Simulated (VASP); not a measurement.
Ga3Se, 4 atoms in the cell. Symmetry: P4/mmm, No. 123, tetragonal system. The conventional cell has a = 3.976 Å, b = 3.976 Å, c = 4.771 Å, α = 90.00°, β = 90.00°, γ = 90.00°. Ga (site symmetry mmm) has 8 Ga at 2.81 to 3.11 Å and 4 Se at 3.11 Å within 3.7 Å. Within 3.7 Å of Ga (site symmetry 4/mmm) lie 4 Se at 2.81 Å and 8 Ga at 3.11 Å. Se (site symmetry 4/mmm) has 12 Ga at 2.81 to 3.11 Å within 3.7 Å.  This cell differs from its parent crystal: ratio of the length along z to the lengths across it x 1.2, volume and fractional coordinates fixed.

```yaml
Program: VASP 6.6.1
Task: single point
Functional: PBEsol
Dispersion: D3(BJ)
Potentials_or_basis: VASP PAW PBE potentials, release 64 (Ga_d, Se)
Cutoff: 520 eV
k_mesh: 12 × 12 × 12
Occupations: gaussian, width 0.15 eV
Spin: no spin polarisation
Dipole_correction: no
Further_INCAR_settings: ALGO = Normal; EDIFF = 1e-06; NBANDS = 30
```

Potentials or basis: VASP PAW PBE potentials, release 64 (Ga_d, Se).

Command:

```bash
$ cat potpaw_PBE.64/Ga_d/POTCAR potpaw_PBE.64/Se/POTCAR > POTCAR
$ mpirun -np 1 vasp_std > vasp.out
```

Hardware: 1 thread of Intel Xeon 8259CL (shared host).

How long does it take, and how much memory?

Wall time 5.5 min on 1 thread of Intel Xeon 8259CL, with other jobs on the host, peak memory 0.46 GiB. Counts: scf iterations 12, k points 196.
